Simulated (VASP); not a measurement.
Input of a VASP 6.6.1 run:

Contents of POSCAR:

```
SnTe
1.0
    0.0000000000      3.5302242490      3.6903268782
    3.5302242490      0.0000000000      3.6903268782
    3.5302242490      3.5302242490      0.0000000000
Sn Te
1 1
Direct
    0.0000000000      0.0000000000      0.0000000000
    0.2500000000      0.2500000000      0.2500000000
```

INCAR.step1

```
PREC = Accurate
ENCUT = 520
EDIFF = 1E-5
ISMEAR = -1
SIGMA = 0.02
LREAL = F
LASPH = T
NELM = 60
ALGO = Normal
ISIF = 2
LWAVE = T
LCHARG = F
NBANDS = 17
GGA = PE
```

Contents of INCAR.step2:

```
PREC = Accurate
ENCUT = 520
EDIFF = 1E-6
ISMEAR = -1
SIGMA = 0.02
LREAL = F
LASPH = T
NELM = 60
ALGO = Normal
ISIF = 2
LWAVE = F
LCHARG = F
GGA = PE
LHFCALC = T
HFSCREEN = 0.2079
PRECFOCK = Normal
NBANDS = 17
ISTART = 1
```

The input KPOINTS:

```
Automatic mesh
0
Gamma
  4 4 4
```

Potentials or basis: VASP PAW PBE potentials, release 64 (Sn_d, Te).

Command:

```sh
$ cat potpaw_PBE.64/Sn_d/POTCAR potpaw_PBE.64/Te/POTCAR > POTCAR
$ cp INCAR.step1 INCAR
$ mpirun -np 1 vasp_std > vasp.out
$ cp INCAR.step2 INCAR
$ mpirun -np 1 vasp_std > vasp.out
```

**Question.** What does it give for the pressure?

**Answer.** -0.2 GPa.

**Question.** What does it give for the band gap on the k mesh?

**Answer.** 0.19 eV (least direct gap 1.05 eV).

Stress tensor (GPa, compression positive):
```
-0.15  0.00  0.00
 0.00 -0.15  0.00
 0.00  0.00 -0.23
```

Caveat: the cell differs from its parent crystal (epitaxial xy strain -1.5%); the structure was generated, so it needn't be the stable form of SnTe; the PAW data sets were made with another functional, which shifts forces and pressure a little; spin-orbit coupling is left out, which moves the levels of the heavy elements. A k mesh can miss the band edges.
